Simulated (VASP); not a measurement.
# AsAu3 (P6_3/mmc) in VASP: single point with PBE

Aim: the single point of AsAu3 with PBE.

Program: VASP 6.6.1. These are calculated values, not measurements. Logs are shortened: lines on timing, memory, paths and dates and some standing lists are left out, and cuts for length are marked.

**1. The cell of the first run**

Symmetry: P6_3/mmc, No. 194, hexagonal system. The conventional cell has a = 5.959 Å, b = 5.959 Å, c = 4.809 Å, α = 90.00°, β = 90.00°, γ = 120.00°. Within 3.9 Å of As (site symmetry -6m2) lie 12 Au at 2.96 to 2.98 Å. Within 3.9 Å of Au (site symmetry mm2) lie 4 As at 2.96 to 2.98 Å and 8 Au at 2.96 to 2.98 Å.

**2. Single point, PBE**

INCAR reads:

```
PREC = Accurate
ENCUT = 520
EDIFF = 1E-7
ISMEAR = -1
SIGMA = 0.1
LREAL = F
LASPH = T
NELM = 60
ALGO = Normal
ISIF = 2
LWAVE = F
LCHARG = F
GGA = PE
NBANDS = 48
```

KPOINTS reads:

```
Automatic mesh
0
Gamma
  5 5 5
```

POSCAR reads:

```
AsAu3
1.0
    5.9589854600      0.0000000000      0.0000000000
   -2.9794927300      5.1606327900      0.0000000000
    0.0000000000      0.0000000000      4.8089070000
As Au
2 6
Direct
    0.6666666698      0.3333333295      0.2500000000
    0.3333333293      0.6666666686      0.7500000000
    0.3336629994      0.1668315001      0.7500000000
    0.8331684991      0.1668315001      0.7500000000
    0.8331684999      0.6663369997      0.7500000000
    0.6663369990      0.8331684999      0.2500000000
    0.1668315009      0.8331684999      0.2500000000
    0.1668315001      0.3336630003      0.2500000000
```

Potentials or basis: VASP PAW PBE potentials, release 64 (As, Au).

The run is started by

```sh
$ cat potpaw_PBE.64/As/POTCAR potpaw_PBE.64/Au/POTCAR > POTCAR
$ mpirun -np 1 vasp_std > vasp.out
```

OUTCAR:

```text
PREC = Accurate
   ENCUT = 520
   EDIFF = 1E-7
   ISMEAR = -1
   LREAL = F
   LASPH = T
   NELM = 60
   ISIF = 2
   GGA = PE

 ion  position               nearest neighbor table
   1  0.667  0.333  0.250-   4 2.96   4 2.96   5 2.96   5 2.96   3 2.96   3 2.96   6 2.98   8 2.98
                             7 2.98   7 2.98   8 2.98   6 2.98
   2  0.333  0.667  0.750-   7 2.96   7 2.96   8 2.96   8 2.96   6 2.96   6 2.96   5 2.98   3 2.98
                             4 2.98   4 2.98   3 2.98   5 2.98
   3  0.334  0.167  0.750-   1 2.96   1 2.96   8 2.96   8 2.96   7 2.96   7 2.96   4 2.98   5 2.98
                             2 2.98   2 2.98   5 2.98   4 2.98
   4  0.833  0.167  0.750-   1 2.96   1 2.96   6 2.96   6 2.96   8 2.96   8 2.96   5 2.98   3 2.98
                             2 2.98   2 2.98   3 2.98   5 2.98
   5  0.833  0.666  0.750-   1 2.96   1 2.96   7 2.96   7 2.96   6 2.96   6 2.96   4 2.98   3 2.98
                             2 2.98   2 2.98   3 2.98   4 2.98
   6  0.666  0.833  0.250-   2 2.96   2 2.96   4 2.96   4 2.96   5 2.96   5 2.96   7 2.98   8 2.98
                             1 2.98   1 2.98   8 2.98   7 2.98
   7  0.167  0.833  0.250-   2 2.96   2 2.96   3 2.96   3 2.96   5 2.96   5 2.96   6 2.98   8 2.98
                             1 2.98   1 2.98   8 2.98   6 2.98
   8  0.167  0.334  0.250-   2 2.96   2 2.96   3 2.96   3 2.96   4 2.96   4 2.96   7 2.98   6 2.98
                             1 2.98   1 2.98   6 2.98   7 2.98

  LATTYP: Found a hexagonal cell.
 ALAT       =     5.9589854600
 C/A-ratio  =     0.8070009622

  Lattice vectors:

 A1 = (   5.9589854600,   0.0000000000,   0.0000000000)
 A2 = (  -2.9794927300,   5.1606327900,   0.0000000000)
 A3 = (   0.0000000000,   0.0000000000,   4.8089070000)

Analysis of symmetry for initial positions (statically):
=====================================================================
 Subroutine PRICEL returns:
 Original cell was already a primitive cell.

 Routine SETGRP: Setting up the symmetry group for a
 hexagonal supercell.

 Subroutine GETGRP returns: Found 24 space group operations
 (whereof 12 operations were pure point group operations)
 out of a pool of 24 trial point group operations.

The static configuration has the point symmetry D_3d.
 The point group associated with its full space group is D_6h.

Analysis of symmetry for dynamics (positions and initial velocities):
=====================================================================
 Subroutine PRICEL returns:
 Original cell was already a primitive cell.

 Routine SETGRP: Setting up the symmetry group for a
 hexagonal supercell.

 Subroutine GETGRP returns: Found 24 space group operations
 (whereof 12 operations were pure point group operations)
 out of a pool of 24 trial point group operations.

The dynamic configuration has the point symmetry D_3d.
 The point group associated with its full space group is D_6h.

 Subroutine INISYM returns: Found 24 space group operations
 (whereof 12 operations are pure point group operations),
 and found     1 'primitive' translations

----------------------------------------------------------------------------------------

                                     Primitive cell

  volume of cell :     147.8842

  direct lattice vectors                    reciprocal lattice vectors
     5.958985460  0.000000000  0.000000000     0.167813801  0.096887343  0.000000000
    -2.979492730  5.160632790  0.000000000     0.000000000  0.193774686  0.000000000
     0.000000000  0.000000000  4.808907000     0.000000000  0.000000000  0.207947461

  length of vectors
     5.958985460  5.958985461  4.808907000     0.193774686  0.193774686  0.207947461

  position of ions in fractional coordinates (direct lattice)
     0.666666670  0.333333330  0.250000000
     0.333333329  0.666666669  0.750000000
     0.333662999  0.166831500  0.750000000
     0.833168499  0.166831500  0.750000000
     0.833168500  0.666337000  0.750000000
     0.666336999  0.833168500  0.250000000
     0.166831501  0.833168500  0.250000000
     0.166831500  0.333663000  0.250000000

  ion indices of the primitive-cell ions
   primitive index   ion index
                 1           1
                 2           2
                 3           3
                 4           4
                 5           5
                 6           6
                 7           7
                 8           8

----------------------------------------------------------------------------------------

 KPOINTS: Automatic mesh

Automatic generation of k-mesh.
 Grid dimensions read from file:
 generate k-points for:    5    5    5

 Generating k-lattice:

  Cartesian coordinates                     Fractional coordinates (reciprocal lattice)
     0.033562760  0.019377469  0.000000000     0.200000000  0.000000000  0.000000000
     0.000000000  0.038754937  0.000000000     0.000000000  0.200000000  0.000000000
     0.000000000  0.000000000  0.041589492     0.000000000  0.000000000  0.200000000

  Length of vectors
     0.038754937  0.038754937  0.041589492

  Shift w.r.t. Gamma in fractional coordinates (k-lattice)
     0.000000000  0.000000000  0.000000000

 Subroutine IBZKPT returns following result:
 ===========================================

 Found     15 irreducible k-points:

 Following reciprocal coordinates:
            Coordinates               Weight
  0.000000  0.000000  0.000000      1.000000
  0.200000 -0.000000  0.000000      6.000000
  0.400000 -0.000000  0.000000      6.000000
  0.200000  0.200000  0.000000      6.000000
  0.400000  0.200000  0.000000      6.000000
  0.000000  0.000000  0.200000      2.000000
  0.200000 -0.000000  0.200000     12.000000
  0.400000 -0.000000  0.200000     12.000000
  0.200000  0.200000  0.200000     12.000000
  0.400000  0.200000  0.200000     12.000000
  0.000000  0.000000  0.400000      2.000000
  0.200000 -0.000000  0.400000     12.000000
  0.400000 -0.000000  0.400000     12.000000
  0.200000  0.200000  0.400000     12.000000
  0.400000  0.200000  0.400000     12.000000
   k-points           NKPTS =     15   k-points in BZ     NKDIM =     15   number of bands    NBANDS=     48
   number of dos      NEDOS =    301   number of ions     NIONS =      8
   total plane-waves  NPLWV =  82944
   dimension x,y,z NGX =    48 NGY =   48 NGZ =   36
   dimension x,y,z NGXF=    96 NGYF=   96 NGZF=   72
   ions per type =               2   6
   NGX,Y,Z   is equivalent  to a cutoff of  13.39, 13.39, 12.45 a.u.
   NGXF,Y,Z  is equivalent  to a cutoff of  26.78, 26.78, 24.89 a.u.
 SYSTEM =  unknown system
   PREC   = accura    normal or accurate (medium, high low for compatibility)
   ISTART =      0    job   : 0-new  1-cont  2-samecut
   ICHARG =      2    charge: 1-file 2-atom 10-const
   ISPIN  =      1    spin polarized calculation?
   LNONCOLLINEAR =      F non collinear calculations
   LSORBIT =      F    spin-orbit coupling
   LASPH  =      T    aspherical Exc in radial PAW
   ENCUT  =  520.0 eV  38.22 Ry    6.18 a.u.  11.08 11.08  8.94*2*pi/ulx,y,z
   NELM   =     60;   NELMIN=  2; NELMDL= -5     # of ELM steps
   EDIFF  = 0.1E-06   stopping-criterion for ELM
   LREAL  =      F    real-space projection
   EDIFFG = 0.1E-05   stopping-criterion for IOM
   NSW    =      0    number of steps for IOM
   IBRION =     -1    ionic relax: 0-MD 1-quasi-New 2-CG
   NFREE  =      0    steps in history (QN), initial steepest desc. (CG)
   ISIF   =      2    stress and relaxation
   ISYM   =      2    0-nonsym 1-usesym 2-fastsym
   POTIM  = 0.5000    time-step for ionic-motion
   TEBEG  =    0.0;   TEEND  =   0.0 temperature during run
   PSTRESS=    0.0 pullay stress
   NELECT =      76.0000    total number of electrons
   NUPDOWN=      -1.0000    fix difference up-down
   EMIN   =  10.00;   EMAX   =-10.00  energy-range for DOS
   EFERMI =   0.00;   METHOD = LEGACY
   ISMEAR =    -1;   SIGMA  =   0.10  broadening in eV -4-tet -1-fermi 0-gaus
   EFERMI_NEDOS =   21; number of points for ismear=-14 and -15
   IALGO  =     38    algorithm
   IMIX   =      4    mixing-type and parameters
     AMIX     =   0.40;   BMIX     =  1.00
     AMIX_MAG =   1.60;   BMIX_MAG =  1.00
  volume/ion in A,a.u.               =      18.49       124.75
  Fermi-wavevector in a.u.,A,eV,Ry     =   1.311310  2.478017 23.395690  1.719535
  Thomas-Fermi vector in A             =   2.441781
   LORBIT       =      0    0 simple, 1 ext, 2 COOP (PROOUT), +10 PAW based schemes
   GGA     = PE    functional components
   LHFCALC =     F    Hartree Fock is set to
   AEXX    =    0.0000 exact exchange contribution
   IVDW    =     0    specifies the selected vdW correction
   LEPSILON=     F    determine dielectric tensor
   LRPA    =     F    only Hartree local field effects (RPA)
 non-spin polarized calculation
  energy-cutoff  :      520.00
  volume of cell :      147.88
 maximum number of plane-waves:      4000
 NGX is ok and might be reduce to    48
   NGX = 23   NGY = 23   NGZ = 17

 number of electron      76.0000004 magnetization

 Free energy of the ion-electron system (eV)
  ---------------------------------------------------
  ext. energy  EPLUGINS =         0.00000000
  ---------------------------------------------------
  free energy    TOTEN  =       -27.50154475 eV

  energy without entropy =      -27.39825273  energy(sigma->0) =      -27.44989874

 E-fermi :   8.0321     XC(G=0): -11.9035

 val. band max:        8.0270493027   @ k =   0.4000   0.2000   0.4000
 cond. band min:       8.0820884715   @ k =   0.0000   0.0000   0.0000
 fundamental gap:      0.0550391688
 Fermi energy:         8.0320981348

 k-point     1 :       0.0000    0.0000    0.0000
  band No.  band energies     occupation
      1      -4.4379      2.00000
      2      -3.2175      2.00000
      3       1.6070      2.00000
      4       1.6574      2.00000
      5       1.8447      2.00000
      6       1.8545      2.00000
[... 40 lines left out ...]
     47      13.6258      0.00000
     48      13.6258      0.00000
[... 712 lines left out ...]
     47      13.7726      0.00000
     48      13.9425      0.00000

------------------------ aborting loop because EDIFF is reached ----------------------------------------

  FORCE on cell =-STRESS in cart. coord.  units (eV):
  Direction    XX          YY          ZZ          XY          YZ          ZX
  --------------------------------------------------------------------------------------
  -------------------------------------------------------------------------------------
  Total       -0.8623048     -0.8623048     -0.8540160     -0.0000000     -0.0000000      0.0000000
  in kB       -9.3422117     -9.3422117     -9.2524116     -0.0000000     -0.0000000      0.0000000
  external PRESSURE =      -9.3122783 kB  Pullay stress =       0.0000000 kB

 VOLUME and BASIS-vectors are now :
 -----------------------------------------------------------------------------
  energy-cutoff  :      520.00
  volume of cell :      147.88
      direct lattice vectors                 reciprocal lattice vectors
     5.958985460  0.000000000  0.000000000     0.167813801  0.096887343  0.000000000
    -2.979492730  5.160632790  0.000000000     0.000000000  0.193774686  0.000000000
     0.000000000  0.000000000  4.808907000     0.000000000  0.000000000  0.207947461

 POSITION                                       TOTAL-FORCE (eV/Angst)
 -----------------------------------------------------------------------------------
      2.97949      1.72021      1.20223         0.000000      0.000000      0.000000
     -0.00000      3.44042      3.60668         0.000000      0.000000      0.000000
      1.49122      0.86096      3.60668        -0.022123     -0.012773      0.000000
      4.46777      0.86096      3.60668         0.022123     -0.012773      0.000000
      2.97949      3.43872      3.60668         0.000000      0.025545     -0.000000
      1.48827      4.29968      1.20223         0.022123      0.012773     -0.000000
     -1.48827      4.29968      1.20223        -0.022123      0.012773      0.000000
     -0.00000      1.72191      1.20223        -0.000000     -0.025545      0.000000
 -----------------------------------------------------------------------------------
    total drift:                               -0.000008      0.000007      0.000000

  FREE ENERGIE OF THE ION-ELECTRON SYSTEM (eV)
  ---------------------------------------------------
  free  energy   TOTEN  =       -27.5015447525 eV

  energy  without entropy=      -27.3982527272  energy(sigma->0) =      -27.44989874
```

Run time: 45 s. Hardware: 1 thread of Intel Xeon 6975P-C (Granite Rapids), shared host; peak memory 0.3 GiB.

What came out:

```
Free energy            : -27.5015 eV
Pressure               : -0.9 GPa
Largest force          : 0.026 eV/Å
Band gap on the k mesh : zero (band 38 reaches 8.34 eV, above the bottom of band 39 at 6.62 eV)
```

Forces in eV/Å, atoms in the order of the input:
```
As   0.000  0.000  0.000
As   0.000  0.000  0.000
Au  -0.022 -0.013  0.000
Au   0.022 -0.013  0.000
Au   0.000  0.026  0.000
Au   0.022  0.013  0.000
Au  -0.022  0.013  0.000
Au   0.000 -0.026  0.000
```

Levels at points of the mesh, in eV from the Fermi level:
```csv
k point,band 35,band 36,band 37,band 38,band 39,band 40,band 41,band 42
"(0.00, 0.00, 0.00)",-1.42,-1.42,-0.96,-0.96,0.05,0.85,1.03,1.76
```

Caveat: spin-orbit coupling is left out, which moves the levels of the heavy elements.
